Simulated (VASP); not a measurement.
# BaZrO3 (Pm-3m) in VASP: a series of runs

BaZrO3 is run at these levels: LDA; tasks: relaxation of cell and atoms.

All numbers are computed with VASP 6.6.1; they aren't measurements. Logs are shortened: lines on timing, memory, paths and dates and some standing lists are left out, and cuts for length are marked.

### 1 The cell of the first run

The structure is cubic, space group Pm-3m (No. 221). The conventional cell has a = 4.191 Å, b = 4.191 Å, c = 4.191 Å, α = 90.00°, β = 90.00°, γ = 90.00°. Within 3.9 Å of Ba (site symmetry m-3m) lie 12 O at 2.96 Å and 8 Zr at 3.63 Å. Within 2.8 Å of Zr (site symmetry m-3m) lie 6 O at 2.10 Å. O (site symmetry 4/mmm) has 2 Zr at 2.10 Å within 2.8 Å.

### 2 Relaxation of cell and atoms, LDA

The input, INCAR:

```
PREC = Accurate ; ENCUT = 600
EDIFF = 1E-7 ; ISMEAR = 0
SIGMA = 0.01 ; LREAL = False
LASPH = True ; NELM = 120
ALGO = Normal ; ISIF = 3
LWAVE = False ; LCHARG = False
IBRION = 2 ; NSW = 80
EDIFFG = -0.05 ; GGA_COMPAT = False
NELMIN = 4
```

The input, KPOINTS:

```
Automatic mesh
0
Gamma
  4 4 4
```

The input, POSCAR:

```
BaZrO3
1.0
    4.1913400000      0.0000000000      0.0000000000
    0.0000000000      4.1913400000      0.0000000000
    0.0000000000      0.0000000000      4.1913400000
Ba Zr O
1 1 3
Direct
    0.0000000000      0.0000000000      0.0000000000
    0.5000000000      0.5000000000      0.5000000000
    0.0000000000      0.5000000000      0.5000000000
    0.5000000000      0.0000000000      0.5000000000
    0.5000000000      0.5000000000      0.0000000000
```

Potentials or basis: VASP PAW LDA potentials, release 64 (Ba_sv, Zr_sv, O).

On the command line:

```sh
$ cat potpaw_LDA.64/Ba_sv/POTCAR potpaw_LDA.64/Zr_sv/POTCAR potpaw_LDA.64/O/POTCAR > POTCAR
$ mpirun -np 1 vasp_std > vasp.out
```

OUTCAR:

```text
PREC = Accurate
   ENCUT = 600
   EDIFF = 1E-7
   ISMEAR = 0
   LREAL = False
   LASPH = True
   NELM = 120
   ISIF = 3
   IBRION = 2
   NSW = 80
   EDIFFG = -0.05
   NELMIN = 4

 ion  position               nearest neighbor table
   1  0.000  0.000  0.000-   3 2.96   4 2.96   5 2.96   3 2.96   4 2.96   3 2.96   5 2.96   3 2.96
                             4 2.96   5 2.96   4 2.96   5 2.96   2 3.63   2 3.63   2 3.63   2 3.63
   2  0.500  0.500  0.500-   3 2.10   4 2.10   5 2.10   5 2.10   4 2.10   3 2.10   1 3.63   1 3.63
                             1 3.63   1 3.63   1 3.63   1 3.63   1 3.63   1 3.63
   3  0.000  0.500  0.500-   2 2.10   2 2.10   1 2.96   1 2.96   1 2.96   1 2.96
   4  0.500  0.000  0.500-   2 2.10   2 2.10   1 2.96   1 2.96   1 2.96   1 2.96
   5  0.500  0.500  0.000-   2 2.10   2 2.10   1 2.96   1 2.96   1 2.96   1 2.96

  LATTYP: Found a simple cubic cell.
 ALAT       =     4.1913400000

  Lattice vectors:

 A1 = (   4.1913400000,   0.0000000000,   0.0000000000)
 A2 = (   0.0000000000,   4.1913400000,   0.0000000000)
 A3 = (   0.0000000000,   0.0000000000,   4.1913400000)

Analysis of symmetry for initial positions (statically):
=====================================================================
 Subroutine PRICEL returns:
 Original cell was already a primitive cell.

 Routine SETGRP: Setting up the symmetry group for a
 simple cubic supercell.

 Subroutine GETGRP returns: Found 48 space group operations
 (whereof 48 operations were pure point group operations)
 out of a pool of 48 trial point group operations.

The static configuration has the point symmetry O_h .

Analysis of symmetry for dynamics (positions and initial velocities):
=====================================================================
 Subroutine PRICEL returns:
 Original cell was already a primitive cell.

 Routine SETGRP: Setting up the symmetry group for a
 simple cubic supercell.

 Subroutine GETGRP returns: Found 48 space group operations
 (whereof 48 operations were pure point group operations)
 out of a pool of 48 trial point group operations.

The dynamic configuration has the point symmetry O_h .

 Subroutine INISYM returns: Found 48 space group operations
 (whereof 48 operations are pure point group operations),
 and found     1 'primitive' translations

----------------------------------------------------------------------------------------

                                     Primitive cell

  volume of cell :      73.6307

  direct lattice vectors                    reciprocal lattice vectors
     4.191340000  0.000000000  0.000000000     0.238587182  0.000000000  0.000000000
     0.000000000  4.191340000  0.000000000     0.000000000  0.238587182  0.000000000
     0.000000000  0.000000000  4.191340000     0.000000000  0.000000000  0.238587182

  length of vectors
     4.191340000  4.191340000  4.191340000     0.238587182  0.238587182  0.238587182

  position of ions in fractional coordinates (direct lattice)
     0.000000000  0.000000000  0.000000000
     0.500000000  0.500000000  0.500000000
     0.000000000  0.500000000  0.500000000
     0.500000000  0.000000000  0.500000000
     0.500000000  0.500000000  0.000000000

  ion indices of the primitive-cell ions
   primitive index   ion index
                 1           1
                 2           2
                 3           3
                 4           4
                 5           5

----------------------------------------------------------------------------------------

 KPOINTS: Automatic mesh

Automatic generation of k-mesh.
 Grid dimensions read from file:
 generate k-points for:    4    4    4

 Generating k-lattice:

  Cartesian coordinates                     Fractional coordinates (reciprocal lattice)
     0.059646796  0.000000000  0.000000000     0.250000000  0.000000000  0.000000000
     0.000000000  0.059646796  0.000000000     0.000000000  0.250000000  0.000000000
     0.000000000  0.000000000  0.059646796     0.000000000  0.000000000  0.250000000

  Length of vectors
     0.059646796  0.059646796  0.059646796

  Shift w.r.t. Gamma in fractional coordinates (k-lattice)
     0.000000000  0.000000000  0.000000000

 Subroutine IBZKPT returns following result:
 ===========================================

 Found     10 irreducible k-points:

 Following reciprocal coordinates:
            Coordinates               Weight
  0.000000  0.000000  0.000000      1.000000
  0.250000  0.000000  0.000000      6.000000
  0.500000  0.000000  0.000000      3.000000
  0.250000  0.250000  0.000000     12.000000
  0.500000  0.250000  0.000000     12.000000
  0.500000  0.500000  0.000000      3.000000
  0.250000  0.250000  0.250000      8.000000
  0.500000  0.250000  0.250000     12.000000
  0.500000  0.500000  0.250000      6.000000
  0.500000  0.500000  0.500000      1.000000
   k-points           NKPTS =     10   k-points in BZ     NKDIM =     10   number of bands    NBANDS=     24
   number of dos      NEDOS =    301   number of ions     NIONS =      5
   total plane-waves  NPLWV =  46656
   dimension x,y,z NGX =    36 NGY =   36 NGZ =   36
   dimension x,y,z NGXF=    72 NGYF=   72 NGZF=   72
   ions per type =               1   1   3
   NGX,Y,Z   is equivalent  to a cutoff of  14.28, 14.28, 14.28 a.u.
   NGXF,Y,Z  is equivalent  to a cutoff of  28.56, 28.56, 28.56 a.u.
 SYSTEM =  unknown system
   PREC   = accura    normal or accurate (medium, high low for compatibility)
   ISTART =      0    job   : 0-new  1-cont  2-samecut
   ICHARG =      2    charge: 1-file 2-atom 10-const
   ISPIN  =      1    spin polarized calculation?
   LNONCOLLINEAR =      F non collinear calculations
   LSORBIT =      F    spin-orbit coupling
   LASPH  =      T    aspherical Exc in radial PAW
   ENCUT  =  600.0 eV  44.10 Ry    6.64 a.u.   8.37  8.37  8.37*2*pi/ulx,y,z
   NELM   =    120;   NELMIN=  4; NELMDL= -5     # of ELM steps
   EDIFF  = 0.1E-06   stopping-criterion for ELM
   LREAL  =      F    real-space projection
   EDIFFG = -.5E-01   stopping-criterion for IOM
   NSW    =     80    number of steps for IOM
   IBRION =      2    ionic relax: 0-MD 1-quasi-New 2-CG
   NFREE  =      1    steps in history (QN), initial steepest desc. (CG)
   ISIF   =      3    stress and relaxation
   ISYM   =      2    0-nonsym 1-usesym 2-fastsym
   POTIM  = 0.5000    time-step for ionic-motion
   TEBEG  =    0.0;   TEEND  =   0.0 temperature during run
   PSTRESS=    0.0 pullay stress
   NELECT =      40.0000    total number of electrons
   NUPDOWN=      -1.0000    fix difference up-down
   EMIN   =  10.00;   EMAX   =-10.00  energy-range for DOS
   EFERMI =   0.00;   METHOD = LEGACY
   ISMEAR =     0;   SIGMA  =   0.01  broadening in eV -4-tet -1-fermi 0-gaus
   EFERMI_NEDOS =   21; number of points for ismear=-14 and -15
   IALGO  =     38    algorithm
   IMIX   =      4    mixing-type and parameters
     AMIX     =   0.40;   BMIX     =  1.00
     AMIX_MAG =   1.60;   BMIX_MAG =  1.00
  volume/ion in A,a.u.               =      14.73        99.38
  Fermi-wavevector in a.u.,A,eV,Ry     =   1.335802  2.524299 24.277770  1.784366
  Thomas-Fermi vector in A             =   2.464478
   LORBIT       =      0    0 simple, 1 ext, 2 COOP (PROOUT), +10 PAW based schemes
   GGA     = CA    functional components
   LHFCALC =     F    Hartree Fock is set to
   AEXX    =    0.0000 exact exchange contribution
   IVDW    =     0    specifies the selected vdW correction
   LEPSILON=     F    determine dielectric tensor
   LRPA    =     F    only Hartree local field effects (RPA)
 conjugate gradient relaxation of ions
 non-spin polarized calculation
 Gauss-broadening in eV      SIGMA  =   0.01
  energy-cutoff  :      600.00
  volume of cell :       73.63
 maximum number of plane-waves:      2517
 NGX is ok and might be reduce to    36
   NGX = 17   NGY = 17   NGZ = 17

--------------------------------------- Ionic step        1  -------------------------------------------

 number of electron      40.0000010 magnetization

 Free energy of the ion-electron system (eV)
  ---------------------------------------------------
  ext. energy  EPLUGINS =         0.00000000
  ---------------------------------------------------
  free energy    TOTEN  =       -45.71940936 eV

  energy without entropy =      -45.71940936  energy(sigma->0) =      -45.71940936

------------------------ aborting loop because EDIFF is reached ----------------------------------------

  FORCE on cell =-STRESS in cart. coord.  units (eV):
  Direction    XX          YY          ZZ          XY          YZ          ZX
  --------------------------------------------------------------------------------------
  -------------------------------------------------------------------------------------
  Total       -1.8243231     -1.8243231     -1.8243231     -0.0000000     -0.0000000      0.0000000
  in kB      -39.6966317    -39.6966317    -39.6966317     -0.0000000     -0.0000000      0.0000000
  external PRESSURE =     -39.6966317 kB  Pullay stress =       0.0000000 kB
[... 63 lines left out ...]
  energy  without entropy=      -45.7070936516  energy(sigma->0) =      -45.70709365

--------------------------------------- Ionic step        3  -------------------------------------------

 number of electron      39.9999994 magnetization

 Free energy of the ion-electron system (eV)
  ---------------------------------------------------
  ext. energy  EPLUGINS =         0.00000000
  ---------------------------------------------------
  free energy    TOTEN  =       -45.74147783 eV

  energy without entropy =      -45.74147783  energy(sigma->0) =      -45.74147783

 E-fermi :   3.8182     XC(G=0): -11.3554

 val. band max:        3.6461985065   @ k =   0.5000   0.5000   0.5000
 cond. band min:       6.7581034427   @ k =   0.0000   0.0000   0.0000
 fundamental gap:      3.1119049362
 Fermi energy:         3.8182485959

 k-point     1 :       0.0000    0.0000    0.0000
  band No.  band energies     occupation
      1     -42.8791      2.00000
      2     -21.4197      2.00000
      3     -21.2513      2.00000
      4     -21.2513      2.00000
      5     -21.2513      2.00000
      6     -12.4510      2.00000
[... 291 lines left out ...]
  FREE ENERGIE OF THE ION-ELECTRON SYSTEM (eV)
  ---------------------------------------------------
  free  energy   TOTEN  =       -45.7414778255 eV

  energy  without entropy=      -45.7414778255  energy(sigma->0) =      -45.74147783

 reached required accuracy - stopping structural energy minimisation
```

Wall time 51 s (1 thread of Intel Xeon Platinum 8488C (Sapphire Rapids), shared host); peak memory 0.19 GiB.

What came out:

* Free energy: -45.7415 eV
* Relaxed volume: 14.38 Å³/atom
* Relaxed cell: a = 4.158 Å, b = 4.158 Å, c = 4.158 Å, α = 90.00°, β = 90.00°, γ = 90.00°
* Space group after relaxing (to 0.05 Å): Pm-3m (No. 221)
* Energy gained by relaxing: 4.4 meV/atom
* Ionic steps: 3
* Pressure after relaxing: 0.0 GPa
* Band gap on the k mesh: 3.11 eV, indirect (least direct gap 3.30 eV)

Step by step:
| step | energy change (eV) | largest force (eV/Å) | pressure (GPa) | volume (Å³) |
| --- | --- | --- | --- | --- |
| 1 | 0.0000 | 0.0000 | -3.97 | 73.63 |
| 2 | 0.0123 | 0.0000 | 5.45 | 69.81 |
| 3 | -0.0221 | 0.0000 | -0.03 | 71.90 |

Final structure:
```cif
data_structure
_symmetry_space_group_name_H-M 'P 1'
_symmetry_Int_Tables_number 1
_cell_length_a 4.1582
_cell_length_b 4.1582
_cell_length_c 4.1582
_cell_angle_alpha 90.000
_cell_angle_beta 90.000
_cell_angle_gamma 90.000
_cell_volume 71.90
loop_
_atom_site_label
_atom_site_type_symbol
_atom_site_fract_x
_atom_site_fract_y
_atom_site_fract_z
_atom_site_occupancy
Ba1 Ba 0.00000 0.00000 0.00000 1
Zr1 Zr 0.50000 0.50000 0.50000 1
O1 O 0.00000 0.50000 0.50000 1
O2 O 0.50000 0.00000 0.50000 1
O3 O 0.50000 0.50000 0.00000 1
```

Caveat: spin-orbit coupling is left out, which moves the levels of the heavy elements. Zero-point motion and thermal expansion aren't in these numbers.

### 3 Relaxation of cell and atoms, LDA, target pressure 5 GPa, at which the enthalpy is minimised

The input, INCAR:

```
SYSTEM = BaZrO3
  ALGO = Normal
  EDIFF = 1E-7
  EDIFFG = -0.05
  ENCUT = 600
  GGA = CA
  GGA_COMPAT = .FALSE.
  IBRION = 2
  ISIF = 3
  ISMEAR = 0
  LASPH = .TRUE.
  LCHARG = .FALSE.
  LREAL = .FALSE.
  LWAVE = .FALSE.
  NELM = 120
  NELMIN = 4
  NSW = 80
  PREC = Accurate
  PSTRESS = 50.0
  SIGMA = 0.01
```

The input, KPOINTS:

```
k-points
0
G
  4 4 4
  0 0 0
```

POSCAR is that of step 2.

Potentials or basis: VASP PAW LDA potentials, release 64 (Ba_sv, Zr_sv, O).

On the command line:

```sh
$ cat potpaw_LDA.64/Ba_sv/POTCAR potpaw_LDA.64/Zr_sv/POTCAR potpaw_LDA.64/O/POTCAR > POTCAR
$ mpirun -np 1 vasp_std > vasp.out
```

OUTCAR:

```text
SYSTEM = BaZrO3
   EDIFF = 1E-7
   EDIFFG = -0.05
   ENCUT = 600
   GGA = CA
   IBRION = 2
   ISIF = 3
   ISMEAR = 0
   LASPH = .TRUE.
   LREAL = .FALSE.
   NELM = 120
   NELMIN = 4
   NSW = 80
   PREC = Accurate
   PSTRESS = 50.0

 ion  position               nearest neighbor table
   1  0.000  0.000  0.000-   3 2.96   4 2.96   5 2.96   3 2.96   4 2.96   3 2.96   5 2.96   3 2.96
                             4 2.96   5 2.96   4 2.96   5 2.96   2 3.63   2 3.63   2 3.63   2 3.63
   2  0.500  0.500  0.500-   3 2.10   4 2.10   5 2.10   5 2.10   4 2.10   3 2.10   1 3.63   1 3.63
                             1 3.63   1 3.63   1 3.63   1 3.63   1 3.63   1 3.63
   3  0.000  0.500  0.500-   2 2.10   2 2.10   1 2.96   1 2.96   1 2.96   1 2.96
   4  0.500  0.000  0.500-   2 2.10   2 2.10   1 2.96   1 2.96   1 2.96   1 2.96
   5  0.500  0.500  0.000-   2 2.10   2 2.10   1 2.96   1 2.96   1 2.96   1 2.96

  LATTYP: Found a simple cubic cell.
 ALAT       =     4.1913400000

  Lattice vectors:

 A1 = (   4.1913400000,   0.0000000000,   0.0000000000)
 A2 = (   0.0000000000,   4.1913400000,   0.0000000000)
 A3 = (   0.0000000000,   0.0000000000,   4.1913400000)

Analysis of symmetry for initial positions (statically):
=====================================================================
 Subroutine PRICEL returns:
 Original cell was already a primitive cell.

[... 150 lines left out ...]
   NGX = 17   NGY = 17   NGZ = 17

--------------------------------------- Ionic step        1  -------------------------------------------

 number of electron      40.0000010 magnetization

 Free energy of the ion-electron system (eV)
  ---------------------------------------------------
  ext. energy  EPLUGINS =         0.00000000
  ---------------------------------------------------
  free energy    TOTEN  =       -45.71940936 eV

  energy without entropy =      -45.71940936  energy(sigma->0) =      -45.71940936

------------------------ aborting loop because EDIFF is reached ----------------------------------------

  FORCE on cell =-STRESS in cart. coord.  units (eV):
  Direction    XX          YY          ZZ          XY          YZ          ZX
  --------------------------------------------------------------------------------------
  -------------------------------------------------------------------------------------
  Total       -1.8243231     -1.8243231     -1.8243231     -0.0000000     -0.0000000      0.0000000
  in kB      -39.6966317    -39.6966317    -39.6966317     -0.0000000     -0.0000000      0.0000000
  external PRESSURE =     -89.6966317 kB  Pullay stress =      50.0000000 kB
[... 69 lines left out ...]
--------------------------------------- Ionic step        3  -------------------------------------------

 number of electron      39.9999984 magnetization

 Free energy of the ion-electron system (eV)
  ---------------------------------------------------
  ext. energy  EPLUGINS =         0.00000000
  ---------------------------------------------------
  free energy    TOTEN  =       -45.71431646 eV

  energy without entropy =      -45.71431646  energy(sigma->0) =      -45.71431646

 E-fermi :   3.9655     XC(G=0): -11.4857

 val. band max:        3.8435181930   @ k =   0.5000   0.5000   0.5000
 cond. band min:       7.0060216331   @ k =   0.0000   0.0000   0.0000
 fundamental gap:      3.1625034401
 Fermi energy:         3.9654664505

 k-point     1 :       0.0000    0.0000    0.0000
  band No.  band energies     occupation
      1     -42.5220      2.00000
      2     -21.1507      2.00000
      3     -20.9348      2.00000
      4     -20.9348      2.00000
      5     -20.9348      2.00000
      6     -12.2948      2.00000
[... 295 lines left out ...]
  energy  without entropy=      -45.7143164637  energy(sigma->0) =      -45.71431646

  enthalpy is  TOTEN    =       -43.5286693985 eV   P V=        2.1856470651

 reached required accuracy - stopping structural energy minimisation
```

Run time: 58 s. Hardware: 1 thread of Intel Xeon Platinum 8488C (Sapphire Rapids), shared host; peak memory 0.19 GiB.

Results:

```yaml
Free_energy: -45.7143 eV
Relaxed_volume: 14.01 Å³/atom
Relaxed_cell: a = 4.122 Å, b = 4.122 Å, c = 4.122 Å, α = 90.00°, β = 90.00°, γ = 90.00°
Space_group_after_relaxing_to_0.05_Å: Pm-3m (No. 221)
Energy_change_on_relaxing_the_enthalpy_is_what_falls: +1.0 meV/atom
Ionic_steps: 3
Pressure_after_relaxing: 4.8 GPa
Band_gap_on_the_k_mesh: 3.16 eV, indirect (least direct gap 3.31 eV)
```

The path:
```
step  energy change (eV)  largest force (eV/Å)  pressure (GPa)  volume (Å³)
   1              0.0000                0.0000           -3.97        73.63
   2              0.3833                0.0000           21.20        65.19
   3              0.0051                0.0000            4.81        70.04
```

Final structure:
```
CELL_PARAMETERS angstrom
4.12199 0.00000 0.00000
0.00000 4.12199 0.00000
0.00000 0.00000 4.12199
ATOMIC_POSITIONS crystal
Ba 0.00000 0.00000 0.00000
Zr 0.50000 0.50000 0.50000
O 0.00000 0.50000 0.50000
O 0.50000 0.00000 0.50000
O 0.50000 0.50000 0.00000
```

Caveat: the cell is relaxed towards a set pressure, so the enthalpy falls and the energy may rise; spin-orbit coupling is left out, which moves the levels of the heavy elements. Expect the measured gap to be larger: semilocal functionals such as LDA lack the derivative discontinuity.

(Part 1 of 2 ends here.)
